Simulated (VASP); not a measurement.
# Pd in VASP: a series of runs

Pd is run at these levels: LDA, PBEsol; tasks: single point.

Program: VASP 6.6.1. These are calculated values, not measurements. Logs are shortened: lines on timing, memory, paths and dates and some standing lists are left out, and cuts for length are marked.

### 1 The cell of the first run

The cell holds a slab with vacuum, 7 atoms: a = 2.714 Å, b = 2.714 Å, c = 29.298 Å, α = 90.00°, β = 90.00°, γ = 60.00°.

### 2 Single point, LDA

Input file INCAR:

```
PREC = Accurate
ENCUT = 520
EDIFF = 1E-6
ISMEAR = 1
SIGMA = 0.1
LREAL = F
LASPH = T
NELM = 80
ALGO = Normal
ISIF = 2
LWAVE = F
LCHARG = F
LDIPOL = T
IDIPOL = 3
DIPOL = 0.5 0.5 0.500
GGA = CA
NBANDS = 44
```

Input file KPOINTS:

```
Automatic mesh
0
Gamma
  14 14 1
```

Input file POSCAR:

```
Pd
1.0
    2.7143740984      0.0000000000      0.0000000000
    1.3571870492      2.3507169246      0.0000000000
    0.0000000000      0.0000000000     29.2976630250
Pd
7
Direct
    0.0000000000      0.0000000000      0.2731656244
    0.3333333333      0.3333333333      0.3491185658
    0.6666666667      0.6666666667      0.4245526673
    0.0000000000      0.0000000000      0.5000000014
    0.3333333333      0.3333333333      0.5754473360
    0.6666666667      0.6666666667      0.6508814346
    0.0000000000      0.0000000000      0.7268343705
```

Potentials or basis: VASP PAW LDA potentials, release 64 (Pd).

Command:

```bash
$ cat potpaw_LDA.64/Pd/POTCAR > POTCAR
$ mpirun -np 1 vasp_std > vasp.out
```

OUTCAR:

```text
PREC = Accurate
   ENCUT = 520
   EDIFF = 1E-6
   ISMEAR = 1
   LREAL = F
   LASPH = T
   NELM = 80
   ISIF = 2
   GGA = CA

 ion  position               nearest neighbor table
   1  0.000  0.000  0.273-   2 2.72   2 2.72   2 2.72
   2  0.333  0.333  0.349-   3 2.71   3 2.71   3 2.71   1 2.72   1 2.72   1 2.72
   3  0.667  0.667  0.425-   2 2.71   2 2.71   2 2.71   4 2.71   4 2.71   4 2.71
   4  0.000  0.000  0.500-   3 2.71   3 2.71   3 2.71   5 2.71   5 2.71   5 2.71
   5  0.333  0.333  0.575-   6 2.71   6 2.71   6 2.71   4 2.71   4 2.71   4 2.71
   6  0.667  0.667  0.651-   5 2.71   5 2.71   5 2.71   7 2.72   7 2.72   7 2.72
   7  0.000  0.000  0.727-   6 2.72   6 2.72   6 2.72

  LATTYP: Found a hexagonal cell.
 ALAT       =     2.7143740984
 C/A-ratio  =    10.7935243864

  Lattice vectors:

 A1 = (  -1.3571870492,  -2.3507169246,   0.0000000000)
 A2 = (   2.7143740984,   0.0000000000,   0.0000000000)
 A3 = (   0.0000000000,   0.0000000000,  29.2976630250)

Analysis of symmetry for initial positions (statically):
=====================================================================
 Subroutine PRICEL returns:
 Original cell was already a primitive cell.

 Routine SETGRP: Setting up the symmetry group for a
 hexagonal supercell.

 Subroutine GETGRP returns: Found 12 space group operations
 (whereof 12 operations were pure point group operations)
 out of a pool of 24 trial point group operations.

The static configuration has the point symmetry D_3d.

Analysis of symmetry for dynamics (positions and initial velocities):
=====================================================================
 Subroutine PRICEL returns:
 Original cell was already a primitive cell.

 Routine SETGRP: Setting up the symmetry group for a
 hexagonal supercell.

 Subroutine GETGRP returns: Found 12 space group operations
 (whereof 12 operations were pure point group operations)
 out of a pool of 24 trial point group operations.

The dynamic configuration has the point symmetry D_3d.

 Subroutine INISYM returns: Found 12 space group operations
 (whereof 12 operations are pure point group operations),
 and found     1 'primitive' translations

----------------------------------------------------------------------------------------

                                     Primitive cell

  volume of cell :     186.9403

  direct lattice vectors                    reciprocal lattice vectors
[... 108 lines left out ...]
   NUPDOWN=      -1.0000    fix difference up-down
   EMIN   =  10.00;   EMAX   =-10.00  energy-range for DOS
   EFERMI =   0.00;   METHOD = LEGACY
   ISMEAR =     1;   SIGMA  =   0.10  broadening in eV -4-tet -1-fermi 0-gaus
   EFERMI_NEDOS =   21; number of points for ismear=-14 and -15
   IALGO  =     38    algorithm
   IMIX   =      4    mixing-type and parameters
     AMIX     =   0.40;   BMIX     =  1.00
     AMIX_MAG =   1.60;   BMIX_MAG =  1.00
  volume/ion in A,a.u.               =      26.71       180.22
  Fermi-wavevector in a.u.,A,eV,Ry     =   1.179976  2.229831 18.943981  1.392343
  Thomas-Fermi vector in A             =   2.316277
   LORBIT       =      0    0 simple, 1 ext, 2 COOP (PROOUT), +10 PAW based schemes
   GGA     = CA    functional components
   LHFCALC =     F    Hartree Fock is set to
   AEXX    =    0.0000 exact exchange contribution
   IVDW    =     0    specifies the selected vdW correction
   LEPSILON=     F    determine dielectric tensor
   LRPA    =     F    only Hartree local field effects (RPA)
 non-spin polarized calculation
 Methfessel and Paxton  Order N= 1 SIGMA  =   0.10
  energy-cutoff  :      520.00
  volume of cell :      186.94
 maximum number of plane-waves:      5077
   NGX = 11   NGY = 11   NGZ =109

 dipolmoment           0.000000      0.000000      0.000000 electrons x Angstroem

 number of electron      70.0000000 magnetization

 dipolmoment           0.000000      0.000000     -0.000000 electrons x Angstroem

 Free energy of the ion-electron system (eV)
  ---------------------------------------------------
  ext. energy  EPLUGINS =         0.00000000
  ---------------------------------------------------
  free energy    TOTEN  =       -43.93511168 eV

  energy without entropy =      -43.92750419  energy(sigma->0) =      -43.93257585

 E-fermi :   2.8097     XC(G=0):  -7.9236

 val. band max:        2.8076738288   @ k =   0.5000   0.1429   0.0000
 cond. band min:       2.8144979799   @ k =   0.1429  -0.0000   0.0000
 fundamental gap:      0.0068241511
 Fermi energy:         2.8097302104

 k-point     1 :       0.0000    0.0000    0.0000
  band No.  band energies     occupation
      1      -4.5889      2.00000
      2      -4.0714      2.00000
      3      -3.3895      2.00000
      4      -2.8858      2.00000
      5      -2.8610      2.00000
      6      -2.5408      2.00000
[... 1117 lines left out ...]
     43      10.3444      0.00000
     44      10.8368      0.00000

------------------------ aborting loop because EDIFF is reached ----------------------------------------

 vacuum level on the upper side and lower side of the slab       (xc-potential included)        -0.183        -0.183

  FORCE on cell =-STRESS in cart. coord.  units (eV):
  Direction    XX          YY          ZZ          XY          YZ          ZX
  --------------------------------------------------------------------------------------
  -------------------------------------------------------------------------------------
  Total       -2.5115766     -2.5115766      0.1086839     -0.0000000      0.0000000      0.0000000
  in kB      -21.5255374    -21.5255374      0.9314788     -0.0000000      0.0000000      0.0000000
  external PRESSURE =     -14.0398653 kB  Pullay stress =       0.0000000 kB

 VOLUME and BASIS-vectors are now :
 -----------------------------------------------------------------------------
  energy-cutoff  :      520.00
  volume of cell :      186.94
      direct lattice vectors                 reciprocal lattice vectors
     2.714374098  0.000000000  0.000000000     0.368409056 -0.212701068  0.000000000
     1.357187049  2.350716925  0.000000000     0.000000000  0.425402136  0.000000000
     0.000000000  0.000000000 29.297663025     0.000000000  0.000000000  0.034132415

 POSITION                                       TOTAL-FORCE (eV/Angst)
 -----------------------------------------------------------------------------------
      0.00000      0.00000      8.00311         0.000000      0.000000     -0.011361
      1.35719      0.78357     10.22836        -0.000000      0.000000     -0.000863
      2.71437      1.56714     12.43840         0.000000      0.000000      0.000028
      0.00000      0.00000     14.64883        -0.000000      0.000000      0.000000
      1.35719      0.78357     16.85926        -0.000000     -0.000000     -0.000028
      2.71437      1.56714     19.06930         0.000000     -0.000000      0.000863
      0.00000      0.00000     21.29455         0.000000     -0.000000      0.011361
 -----------------------------------------------------------------------------------
    total drift:                               -0.000000     -0.000000     -0.000003

  FREE ENERGIE OF THE ION-ELECTRON SYSTEM (eV)
  ---------------------------------------------------
  free  energy   TOTEN  =       -43.9351116770 eV

  energy  without entropy=      -43.9275041922  energy(sigma->0) =      -43.93257585

 vacuum level on the upper side and lower side of the slab         8.305         8.305
```

stdout:

```text
POSCAR found type information on POSCAR Pd
 POSCAR found :  1 types and       7 ions
 scaLAPACK will be used
 LDA part: xc-table for (Slater(with rela. corr.)+CA(PZ))
 , standard interpolation
 POSCAR, INCAR and KPOINTS ok, starting setup
 FFT: planning ... GRIDC
 FFT: planning ... GRID_SOFT
 FFT: planning ... GRID
 WAVECAR not read
 entering main loop
```

It took 11 min on 1 thread of Intel Xeon 8259CL, shared host; peak memory 0.32 GiB.

What came out:

- Free energy: -43.9351 eV
- Largest force: 0.011 eV/Å
- Band gap on the k mesh: zero (bands 35 and 36 overlap by 1.06 eV)

Forces in eV/Å, atoms in the order of the input:
```
Pd   0.000  0.000 -0.011
Pd   0.000  0.000 -0.001
Pd   0.000  0.000  0.000
Pd   0.000  0.000  0.000
Pd   0.000  0.000  0.000
Pd   0.000  0.000  0.001
Pd   0.000  0.000  0.011
```

### 3 Single point, PBEsol

This run uses another cell than the first one.

Input file INCAR:

```
PREC = Accurate
ENCUT = 520
EDIFF = 1E-6
ISMEAR = 1
SIGMA = 0.1
LREAL = False
LASPH = True
NELM = 80
ALGO = Normal
ISIF = 2
LWAVE = False
LCHARG = False
LDIPOL = True
IDIPOL = 3
DIPOL = 0.5 0.5 0.500
GGA = PS
NBANDS = 44
```

KPOINTS is that of step 2.

Input file POSCAR:

```
Pd
1.0
    2.7397185240      0.0000000000      0.0000000000
    1.3698592620      2.3726658410      0.0000000000
    0.0000000000      0.0000000000     29.4218248460
Pd
7
Direct
    0.0000000000      0.0000000000      0.2719130152
    0.3333333333      0.3333333333      0.3483238685
    0.6666666667      0.6666666667      0.4241491880
    0.0000000000      0.0000000000      0.5000000015
    0.3333333333      0.3333333333      0.5758508139
    0.6666666667      0.6666666667      0.6516761310
    0.0000000000      0.0000000000      0.7280869819
```

Potentials or basis: VASP PAW PBE potentials, release 64 (Pd).

Command:

```bash
$ cat potpaw_PBE.64/Pd/POTCAR > POTCAR
$ mpirun -np 1 vasp_std > vasp.out
```

OUTCAR:

```text
PREC = Accurate
   ENCUT = 520
   EDIFF = 1E-6
   ISMEAR = 1
   LREAL = False
   LASPH = True
   NELM = 80
   ISIF = 2
   GGA = PS

 ion  position               nearest neighbor table
   1  0.000  0.000  0.272-   2 2.75   2 2.75   2 2.75
   2  0.333  0.333  0.348-   3 2.73   3 2.73   3 2.73   1 2.75   1 2.75   1 2.75
   3  0.667  0.667  0.424-   2 2.73   2 2.73   2 2.73   4 2.74   4 2.74   4 2.74
   4  0.000  0.000  0.500-   5 2.74   5 2.74   5 2.74   3 2.74   3 2.74   3 2.74
   5  0.333  0.333  0.576-   6 2.73   6 2.73   6 2.73   4 2.74   4 2.74   4 2.74
   6  0.667  0.667  0.652-   5 2.73   5 2.73   5 2.73   7 2.75   7 2.75   7 2.75
   7  0.000  0.000  0.728-   6 2.75   6 2.75   6 2.75

  LATTYP: Found a hexagonal cell.
 ALAT       =     2.7397185240
 C/A-ratio  =    10.7389954801

  Lattice vectors:

 A1 = (  -1.3698592620,  -2.3726658410,   0.0000000000)
 A2 = (   2.7397185240,   0.0000000000,   0.0000000000)
 A3 = (   0.0000000000,   0.0000000000,  29.4218248460)

Analysis of symmetry for initial positions (statically):
=====================================================================
 Subroutine PRICEL returns:
 Original cell was already a primitive cell.

 Routine SETGRP: Setting up the symmetry group for a
 hexagonal supercell.

 Subroutine GETGRP returns: Found 12 space group operations
 (whereof 12 operations were pure point group operations)
 out of a pool of 24 trial point group operations.

The static configuration has the point symmetry D_3d.

Analysis of symmetry for dynamics (positions and initial velocities):
=====================================================================
 Subroutine PRICEL returns:
 Original cell was already a primitive cell.

 Routine SETGRP: Setting up the symmetry group for a
 hexagonal supercell.

 Subroutine GETGRP returns: Found 12 space group operations
 (whereof 12 operations were pure point group operations)
 out of a pool of 24 trial point group operations.

The dynamic configuration has the point symmetry D_3d.

 Subroutine INISYM returns: Found 12 space group operations
 (whereof 12 operations are pure point group operations),
 and found     1 'primitive' translations

----------------------------------------------------------------------------------------

                                     Primitive cell

  volume of cell :     191.2547

  direct lattice vectors                    reciprocal lattice vectors
     2.739718524  0.000000000  0.000000000     0.365001000 -0.210733425  0.000000000
     1.369859262  2.372665841  0.000000000     0.000000000  0.421466851  0.000000000
     0.000000000  0.000000000 29.421824846     0.000000000  0.000000000  0.033988374

  length of vectors
     2.739718524  2.739718524 29.421824846     0.421466851  0.421466851  0.033988374

  position of ions in fractional coordinates (direct lattice)
     0.000000000  0.000000000  0.271913015
     0.333333333  0.333333333  0.348323869
     0.666666667  0.666666667  0.424149188
     0.000000000  0.000000000  0.500000001
     0.333333333  0.333333333  0.575850814
     0.666666667  0.666666667  0.651676131
     0.000000000  0.000000000  0.728086982

  ion indices of the primitive-cell ions
   primitive index   ion index
[... 60 lines left out ...]
   k-points           NKPTS =     24   k-points in BZ     NKDIM =     24   number of bands    NBANDS=     44
   number of dos      NEDOS =    301   number of ions     NIONS =      7
   total plane-waves  NPLWV =  89600
   dimension x,y,z NGX =    20 NGY =   20 NGZ =  224
   dimension x,y,z NGXF=    40 NGYF=   40 NGZF=  448
   ions per type =               7
   NGX,Y,Z   is equivalent  to a cutoff of  12.14, 12.14, 12.66 a.u.
   NGXF,Y,Z  is equivalent  to a cutoff of  24.27, 24.27, 25.31 a.u.
 SYSTEM =  unknown system
   PREC   = accura    normal or accurate (medium, high low for compatibility)
   ISTART =      0    job   : 0-new  1-cont  2-samecut
   ICHARG =      2    charge: 1-file 2-atom 10-const
   ISPIN  =      1    spin polarized calculation?
   LNONCOLLINEAR =      F non collinear calculations
   LSORBIT =      F    spin-orbit coupling
   LASPH  =      T    aspherical Exc in radial PAW
   ENCUT  =  520.0 eV  38.22 Ry    6.18 a.u.   5.09  5.09 54.71*2*pi/ulx,y,z
   NELM   =     80;   NELMIN=  2; NELMDL= -5     # of ELM steps
   EDIFF  = 0.1E-05   stopping-criterion for ELM
   LREAL  =      F    real-space projection
   EDIFFG = 0.1E-04   stopping-criterion for IOM
   NSW    =      0    number of steps for IOM
   IBRION =     -1    ionic relax: 0-MD 1-quasi-New 2-CG
   NFREE  =      0    steps in history (QN), initial steepest desc. (CG)
   ISIF   =      2    stress and relaxation
   ISYM   =      2    0-nonsym 1-usesym 2-fastsym
   POTIM  = 0.5000    time-step for ionic-motion
   TEBEG  =    0.0;   TEEND  =   0.0 temperature during run
   PSTRESS=    0.0 pullay stress
   NELECT =      70.0000    total number of electrons
   NUPDOWN=      -1.0000    fix difference up-down
   EMIN   =  10.00;   EMAX   =-10.00  energy-range for DOS
   EFERMI =   0.00;   METHOD = LEGACY
   ISMEAR =     1;   SIGMA  =   0.10  broadening in eV -4-tet -1-fermi 0-gaus
   EFERMI_NEDOS =   21; number of points for ismear=-14 and -15
   IALGO  =     38    algorithm
   IMIX   =      4    mixing-type and parameters
     AMIX     =   0.40;   BMIX     =  1.00
     AMIX_MAG =   1.60;   BMIX_MAG =  1.00
  volume/ion in A,a.u.               =      27.32       184.38
  Fermi-wavevector in a.u.,A,eV,Ry     =   1.171036  2.212937 18.658004  1.371325
  Thomas-Fermi vector in A             =   2.307485
   LORBIT       =      0    0 simple, 1 ext, 2 COOP (PROOUT), +10 PAW based schemes
   GGA     = PS    functional components
   LHFCALC =     F    Hartree Fock is set to
   AEXX    =    0.0000 exact exchange contribution
   IVDW    =     0    specifies the selected vdW correction
   LEPSILON=     F    determine dielectric tensor
   LRPA    =     F    only Hartree local field effects (RPA)
 non-spin polarized calculation
 Methfessel and Paxton  Order N= 1 SIGMA  =   0.10
  energy-cutoff  :      520.00
  volume of cell :      191.25
 maximum number of plane-waves:      5187
   NGX = 11   NGY = 11   NGZ =109

 dipolmoment           0.000000      0.000000      0.000000 electrons x Angstroem

 number of electron      70.0000001 magnetization

 dipolmoment           0.000000      0.000000     -0.000000 electrons x Angstroem

 Free energy of the ion-electron system (eV)
  ---------------------------------------------------
  ext. energy  EPLUGINS =         0.00000000
  ---------------------------------------------------
  free energy    TOTEN  =       -40.32184342 eV

  energy without entropy =      -40.31451486  energy(sigma->0) =      -40.31940057

 E-fermi :   2.7356     XC(G=0):  -7.7454

 val. band max:        2.7353580630   @ k =   0.1429  -0.0000   0.0000
 cond. band min:       2.7444673013   @ k =   0.3571   0.0714   0.0000
 fundamental gap:      0.0091092384
 Fermi energy:         2.7355840886

 k-point     1 :       0.0000    0.0000    0.0000
  band No.  band energies     occupation
      1      -4.4466      2.00000
      2      -3.9412      2.00000
      3      -3.2707      2.00000
      4      -2.7497      2.00000
      5      -2.6945      2.00000
      6      -2.4073      2.00000
[... 1117 lines left out ...]
     43      10.1398      0.00000
     44      10.5877      0.00000

------------------------ aborting loop because EDIFF is reached ----------------------------------------

 vacuum level on the upper side and lower side of the slab       (xc-potential included)        -0.130        -0.130

  FORCE on cell =-STRESS in cart. coord.  units (eV):
  Direction    XX          YY          ZZ          XY          YZ          ZX
  --------------------------------------------------------------------------------------
  -------------------------------------------------------------------------------------
  Total       -2.5889550     -2.5889550     -0.2300394      0.0000000     -0.0000000      0.0000000
  in kB      -21.6881725    -21.6881725     -1.9270842      0.0000000     -0.0000000      0.0000000
  external PRESSURE =     -15.1011430 kB  Pullay stress =       0.0000000 kB

 VOLUME and BASIS-vectors are now :
 -----------------------------------------------------------------------------
  energy-cutoff  :      520.00
  volume of cell :      191.25
      direct lattice vectors                 reciprocal lattice vectors
     2.739718524  0.000000000  0.000000000     0.365001000 -0.210733425  0.000000000
     1.369859262  2.372665841  0.000000000     0.000000000  0.421466851  0.000000000
     0.000000000  0.000000000 29.421824846     0.000000000  0.000000000  0.033988374

 POSITION                                       TOTAL-FORCE (eV/Angst)
 -----------------------------------------------------------------------------------
      0.00000      0.00000      8.00018        -0.000000     -0.000000      0.012325
      1.36986      0.79089     10.24832         0.000000      0.000000     -0.000376
      2.73972      1.58178     12.47924        -0.000000      0.000000     -0.000445
      0.00000      0.00000     14.71091        -0.000000      0.000000      0.000000
      1.36986      0.79089     16.94258         0.000000      0.000000      0.000445
      2.73972      1.58178     19.17350        -0.000000     -0.000000      0.000376
      0.00000      0.00000     21.42165        -0.000000      0.000000     -0.012325
 -----------------------------------------------------------------------------------
    total drift:                               -0.000000     -0.000000     -0.000002

  FREE ENERGIE OF THE ION-ELECTRON SYSTEM (eV)
  ---------------------------------------------------
  free  energy   TOTEN  =       -40.3218434242 eV

  energy  without entropy=      -40.3145148591  energy(sigma->0) =      -40.31940057

 vacuum level on the upper side and lower side of the slab         7.996         7.996
```

Run time: 12 min. Hardware: 1 thread of Intel Xeon 8259CL, shared host; peak memory 0.37 GiB.

Results:

```yaml
Free_energy: -40.3218 eV
Largest_force: 0.012 eV/Å
Band_gap_on_the_k_mesh: zero (bands 35 and 36 overlap by 1.00 eV)
```

Forces in eV/Å, atoms in the order of the input:
```
Pd   0.000  0.000  0.012
Pd   0.000  0.000  0.000
Pd   0.000  0.000  0.000
Pd   0.000  0.000  0.000
Pd   0.000  0.000  0.000
Pd   0.000  0.000  0.000
Pd   0.000  0.000 -0.012
```

Caveat: the PAW data sets were made with another functional, which shifts forces and pressure a little.
